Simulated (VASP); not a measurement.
# PbI2 (P-3m1) in VASP: single point with r2SCAN

Aim: the single point of PbI2 with r2SCAN.

Program: VASP 6.6.1. These are calculated values, not measurements. Logs are shortened: lines on timing, memory, paths and dates and some standing lists are left out, and cuts for length are marked.

### Step 1. The cell of the first run

Symmetry: P-3m1, No. 164, trigonal system. The conventional cell has a = 4.555 Å, b = 4.555 Å, c = 6.977 Å, α = 90.00°, β = 90.00°, γ = 120.00°. Within 4.2 Å of Pb (site symmetry -3m) lie 6 I at 3.21 Å. I (site symmetry 3m) has 3 Pb at 3.21 Å and 3 I at 4.20 Å within 4.3 Å.

### Step 2. Single point, r2SCAN

The input, POSCAR:

```
PbI2
1.0
    4.5550018558      0.0000000000      0.0000000000
   -2.2775009279      3.9447473214      0.0000000000
    0.0000000000      0.0000000000      6.9770000000
Pb I
1 2
Direct
    0.0000000000      0.0000000000      0.0000000000
    0.3333333333      0.6666666667      0.2650000000
    0.6666666667      0.3333333333      0.7350000000
```

The input, INCAR.step1:

```
SYSTEM = PbI2
PREC = Accurate
ENCUT = 550
ISMEAR = 0
SIGMA = 0.1
LREAL = .False.
LASPH = .True.
NELM = 120
NBANDS = 21
GGA = PE
ALGO = Normal
EDIFF = 1E-5
LWAVE = .True.
LCHARG = .False.
GGA_COMPAT = .False.
```

The input, INCAR.step2:

```
SYSTEM = PbI2
PREC = Accurate
ENCUT = 550
EDIFF = 1E-6
ISMEAR = 0
SIGMA = 0.1
LREAL = .False.
LASPH = .True.
NELM = 120
ALGO = Normal
ISIF = 2
LWAVE = .False.
LCHARG = .False.
METAGGA = R2SCAN
LMIXTAU = .True.
NBANDS = 21
ISTART = 1
GGA_COMPAT = .False.
```

The input, KPOINTS:

```
Automatic mesh
0
Gamma
  6 6 4
  0 0 0
```

Potentials or basis: VASP PAW PBE potentials, release 64 (Pb_d, I).

Run with:

```sh
$ cat potpaw_PBE.64/Pb_d/POTCAR potpaw_PBE.64/I/POTCAR > POTCAR
$ cp INCAR.step1 INCAR
$ mpirun -np 1 vasp_std > vasp.out
$ cp INCAR.step2 INCAR
$ mpirun -np 1 vasp_std > vasp.out
```

OUTCAR:

```text
SYSTEM = PbI2
   PREC = Accurate
   ENCUT = 550
   EDIFF = 1E-6
   ISMEAR = 0
   LREAL = .False.
   LASPH = .True.
   NELM = 120
   ISIF = 2
   METAGGA = R2SCAN
   ISTART = 1

 ion  position               nearest neighbor table
   1  0.000  0.000  0.000-   2 3.21   3 3.21   2 3.21   3 3.21   3 3.21   2 3.21
   2  0.333  0.667  0.265-   1 3.21   1 3.21   1 3.21
   3  0.667  0.333  0.735-   1 3.21   1 3.21   1 3.21

  LATTYP: Found a hexagonal cell.
 ALAT       =     4.5550018558
 C/A-ratio  =     1.5317227568

  Lattice vectors:

 A1 = (   4.5550018558,   0.0000000000,   0.0000000000)
 A2 = (  -2.2775009279,   3.9447473214,   0.0000000000)
 A3 = (   0.0000000000,   0.0000000000,   6.9770000000)

Analysis of symmetry for initial positions (statically):
=====================================================================
 Subroutine PRICEL returns:
 Original cell was already a primitive cell.

 Routine SETGRP: Setting up the symmetry group for a
 hexagonal supercell.

 Subroutine GETGRP returns: Found 12 space group operations
 (whereof 12 operations were pure point group operations)
 out of a pool of 24 trial point group operations.

The static configuration has the point symmetry D_3d.

Analysis of symmetry for dynamics (positions and initial velocities):
=====================================================================
 Subroutine PRICEL returns:
 Original cell was already a primitive cell.

 Routine SETGRP: Setting up the symmetry group for a
 hexagonal supercell.

 Subroutine GETGRP returns: Found 12 space group operations
 (whereof 12 operations were pure point group operations)
 out of a pool of 24 trial point group operations.

The dynamic configuration has the point symmetry D_3d.

 Subroutine INISYM returns: Found 12 space group operations
 (whereof 12 operations are pure point group operations),
 and found     1 'primitive' translations

----------------------------------------------------------------------------------------

                                     Primitive cell

  volume of cell :     125.3650

  direct lattice vectors                    reciprocal lattice vectors
     4.555001856  0.000000000  0.000000000     0.219538879  0.126750831  0.000000000
    -2.277500928  3.944747321  0.000000000     0.000000000  0.253501661  0.000000000
     0.000000000  0.000000000  6.977000000     0.000000000  0.000000000  0.143328078

  length of vectors
     4.555001856  4.555001856  6.977000000     0.253501661  0.253501661  0.143328078

  position of ions in fractional coordinates (direct lattice)
     0.000000000  0.000000000  0.000000000
     0.333333333  0.666666667  0.265000000
     0.666666667  0.333333333  0.735000000

  ion indices of the primitive-cell ions
   primitive index   ion index
                 1           1
                 2           2
                 3           3

----------------------------------------------------------------------------------------

 KPOINTS: Automatic mesh

Automatic generation of k-mesh.
 Grid dimensions read from file:
 generate k-points for:    6    6    4

 Generating k-lattice:

  Cartesian coordinates                     Fractional coordinates (reciprocal lattice)
     0.036589813  0.021125138  0.000000000     0.166666667 -0.000000000  0.000000000
     0.000000000  0.042250277  0.000000000     0.000000000  0.166666667  0.000000000
     0.000000000  0.000000000  0.035832019     0.000000000  0.000000000  0.250000000

  Length of vectors
     0.042250277  0.042250277  0.035832019

  Shift w.r.t. Gamma in fractional coordinates (k-lattice)
     0.000000000  0.000000000  0.000000000

 Subroutine IBZKPT returns following result:
 ===========================================

 Found     24 irreducible k-points:

 Following reciprocal coordinates:
            Coordinates               Weight
  0.000000  0.000000  0.000000      1.000000
  0.166667  0.000000  0.000000      6.000000
  0.333333  0.000000  0.000000      6.000000
  0.500000 -0.000000  0.000000      3.000000
  0.166667  0.166667  0.000000      6.000000
  0.333333  0.166667  0.000000     12.000000
[... 16 lines left out ...]
  0.333333  0.166667  0.500000     12.000000
  0.333333  0.333333  0.500000      2.000000
   k-points           NKPTS =     24   k-points in BZ     NKDIM =     24   number of bands    NBANDS=     21
   number of dos      NEDOS =    301   number of ions     NIONS =      3
   total plane-waves  NPLWV =  69984
   dimension x,y,z NGX =    36 NGY =   36 NGZ =   54
   dimension x,y,z NGXF=    72 NGYF=   72 NGZF=  108
   ions per type =               1   2
   NGX,Y,Z   is equivalent  to a cutoff of  13.14, 13.14, 12.87 a.u.
   NGXF,Y,Z  is equivalent  to a cutoff of  26.28, 26.28, 25.73 a.u.
 SYSTEM =  PbI2
   PREC   = accura    normal or accurate (medium, high low for compatibility)
   ISTART =      1    job   : 0-new  1-cont  2-samecut
   ICHARG =      0    charge: 1-file 2-atom 10-const
   ISPIN  =      1    spin polarized calculation?
   LNONCOLLINEAR =      F non collinear calculations
   LSORBIT =      F    spin-orbit coupling
   LASPH  =      T    aspherical Exc in radial PAW
   ENCUT  =  550.0 eV  40.42 Ry    6.36 a.u.   8.71  8.71 13.34*2*pi/ulx,y,z
   NELM   =    120;   NELMIN=  2; NELMDL=  0     # of ELM steps
   EDIFF  = 0.1E-05   stopping-criterion for ELM
   LREAL  =      F    real-space projection
   EDIFFG = 0.1E-04   stopping-criterion for IOM
   NSW    =      0    number of steps for IOM
   IBRION =     -1    ionic relax: 0-MD 1-quasi-New 2-CG
   NFREE  =      0    steps in history (QN), initial steepest desc. (CG)
   ISIF   =      2    stress and relaxation
   ISYM   =      2    0-nonsym 1-usesym 2-fastsym
   POTIM  = 0.5000    time-step for ionic-motion
   TEBEG  =    0.0;   TEEND  =   0.0 temperature during run
   PSTRESS=    0.0 pullay stress
   NELECT =      28.0000    total number of electrons
   NUPDOWN=      -1.0000    fix difference up-down
   EMIN   =  10.00;   EMAX   =-10.00  energy-range for DOS
   EFERMI =   0.00;   METHOD = LEGACY
   ISMEAR =     0;   SIGMA  =   0.10  broadening in eV -4-tet -1-fermi 0-gaus
   EFERMI_NEDOS =   21; number of points for ismear=-14 and -15
   IALGO  =     38    algorithm
   IMIX   =      4    mixing-type and parameters
     AMIX     =   0.40;   BMIX     =  1.00
     AMIX_MAG =   1.60;   BMIX_MAG =  1.00
  volume/ion in A,a.u.               =      41.79       282.00
  Fermi-wavevector in a.u.,A,eV,Ry     =   0.993273  1.877014 13.423392  0.986591
  Thomas-Fermi vector in A             =   2.125143
   LORBIT       =      0    0 simple, 1 ext, 2 COOP (PROOUT), +10 PAW based schemes
   METAGGA = R2SCAN    functional components
   LHFCALC =     F    Hartree Fock is set to
   AEXX    =    0.0000 exact exchange contribution
   IVDW    =     0    specifies the selected vdW correction
   LEPSILON=     F    determine dielectric tensor
   LRPA    =     F    only Hartree local field effects (RPA)
 non-spin polarized calculation
 Gauss-broadening in eV      SIGMA  =   0.10
  energy-cutoff  :      550.00
  volume of cell :      125.37
 maximum number of plane-waves:      3694
 NGX is ok and might be reduce to    36
   NGX = 17   NGY = 17   NGZ = 27

 number of electron      28.0000000 magnetization

 Free energy of the ion-electron system (eV)
  ---------------------------------------------------
  ext. energy  EPLUGINS =         0.00000000
  ---------------------------------------------------
  free energy    TOTEN  =      -107.66201130 eV

  energy without entropy =     -107.66201130  energy(sigma->0) =     -107.66201130

 E-fermi :   2.8753     XC(G=0):  -8.5686

 val. band max:        2.4371498412   @ k =   0.0000   0.0000   0.5000
 cond. band min:       5.0449438880   @ k =   0.0000   0.0000   0.5000
 fundamental gap:      2.6077940468
 Fermi energy:         2.8753436331

 k-point     1 :       0.0000    0.0000    0.0000
  band No.  band energies     occupation
      1     -14.2631      2.00000
      2     -14.2631      2.00000
      3     -14.2448      2.00000
      4     -14.2371      2.00000
      5     -14.2371      2.00000
      6     -10.2204      2.00000
[... 13 lines left out ...]
     20      10.7452      0.00000
     21      10.8438      0.00000

 k-point     2 :       0.1667    0.0000    0.0000
  band No.  band energies     occupation
      1     -14.2744      2.00000
      2     -14.2601      2.00000
      3     -14.2422      2.00000
      4     -14.2384      2.00000
      5     -14.2354      2.00000
      6     -10.0884      2.00000
[... 13 lines left out ...]
     20      10.4088      0.00000
     21      10.9306      0.00000

 k-point     3 :       0.3333    0.0000    0.0000
  band No.  band energies     occupation
      1     -14.2982      2.00000
      2     -14.2568      2.00000
      3     -14.2442      2.00000
      4     -14.2326      2.00000
      5     -14.2293      2.00000
      6      -9.7626      2.00000
[... 13 lines left out ...]
     20      11.2905      0.00000
     21      11.7370      0.00000

 k-point     4 :       0.5000   -0.0000    0.0000
  band No.  band energies     occupation
      1     -14.3102      2.00000
      2     -14.2563      2.00000
      3     -14.2457      2.00000
      4     -14.2289      2.00000
      5     -14.2250      2.00000
      6      -9.5219      2.00000
[... 13 lines left out ...]
     20      12.0141      0.00000
     21      12.8799      0.00000

 k-point     5 :       0.1667    0.1667    0.0000
  band No.  band energies     occupation
      1     -14.2883      2.00000
      2     -14.2612      2.00000
      3     -14.2401      2.00000
      4     -14.2386      2.00000
      5     -14.2303      2.00000
      6      -9.8565      2.00000
[... 13 lines left out ...]
     20      11.0129      0.00000
     21      11.6391      0.00000
[... 382 lines left out ...]
     20      11.2828      0.00000
     21      11.9056      0.00000

 k-point    22 :       0.1667    0.1667    0.5000
  band No.  band energies     occupation
      1     -14.2886      2.00000
      2     -14.2613      2.00000
      3     -14.2401      2.00000
      4     -14.2386      2.00000
      5     -14.2303      2.00000
      6      -9.7159      2.00000
[... 13 lines left out ...]
     20      10.6068      0.00000
     21      10.7978      0.00000

 k-point    23 :       0.3333    0.1667    0.5000
  band No.  band energies     occupation
      1     -14.3009      2.00000
      2     -14.2651      2.00000
      3     -14.2417      2.00000
      4     -14.2321      2.00000
      5     -14.2271      2.00000
      6      -9.4586      2.00000
[... 13 lines left out ...]
     20      11.0722      0.00000
     21      11.1985      0.00000

 k-point    24 :       0.3333    0.3333    0.5000
  band No.  band energies     occupation
      1     -14.2854      2.00000
      2     -14.2854      2.00000
      3     -14.2338      2.00000
      4     -14.2338      2.00000
      5     -14.2311      2.00000
      6      -9.3343      2.00000
[... 13 lines left out ...]
     20      10.5934      0.00000
     21      11.0605      0.00000

------------------------ aborting loop because EDIFF is reached ----------------------------------------

  FORCE on cell =-STRESS in cart. coord.  units (eV):
  Direction    XX          YY          ZZ          XY          YZ          ZX
  --------------------------------------------------------------------------------------
  -------------------------------------------------------------------------------------
  Total        0.9762392      0.9762392      1.0794901      0.0000000     -0.0000000      0.0000000
  in kB       12.4764308     12.4764308     13.7959876      0.0000000     -0.0000000      0.0000000
  external PRESSURE =      12.9162830 kB  Pullay stress =       0.0000000 kB

 VOLUME and BASIS-vectors are now :
 -----------------------------------------------------------------------------
  energy-cutoff  :      550.00
  volume of cell :      125.37
      direct lattice vectors                 reciprocal lattice vectors
     4.555001856  0.000000000  0.000000000     0.219538879  0.126750831  0.000000000
    -2.277500928  3.944747321  0.000000000     0.000000000  0.253501661  0.000000000
     0.000000000  0.000000000  6.977000000     0.000000000  0.000000000  0.143328078

 POSITION                                       TOTAL-FORCE (eV/Angst)
 -----------------------------------------------------------------------------------
      0.00000      0.00000      0.00000         0.000000      0.000000      0.000000
     -0.00000      2.62983      1.84891         0.000000      0.000000      0.126272
      2.27750      1.31492      5.12809        -0.000000      0.000000     -0.126272
 -----------------------------------------------------------------------------------
    total drift:                               -0.000000     -0.000000      0.000000

  FREE ENERGIE OF THE ION-ELECTRON SYSTEM (eV)
  ---------------------------------------------------
  free  energy   TOTEN  =      -107.6620113042 eV

  energy  without entropy=     -107.6620113042  energy(sigma->0) =     -107.66201130
```

Run time: 6.2 min. Hardware: 1 thread of Intel Xeon 8259CL, shared host; peak memory 0.31 GiB.

What came out:

```yaml
Free_energy: -107.6620 eV
Pressure: 1.3 GPa
Largest_force: 0.126 eV/Å
Band_gap_on_the_k_mesh: 2.61 eV
```

Forces on the atoms (eV/Å):
```
Pb   0.000  0.000  0.000
I    0.000  0.000  0.126
I    0.000  0.000 -0.126
```

Caveat: the PAW data sets were made with another functional, which shifts forces and pressure a little; spin-orbit coupling is left out, which moves the levels of the heavy elements.
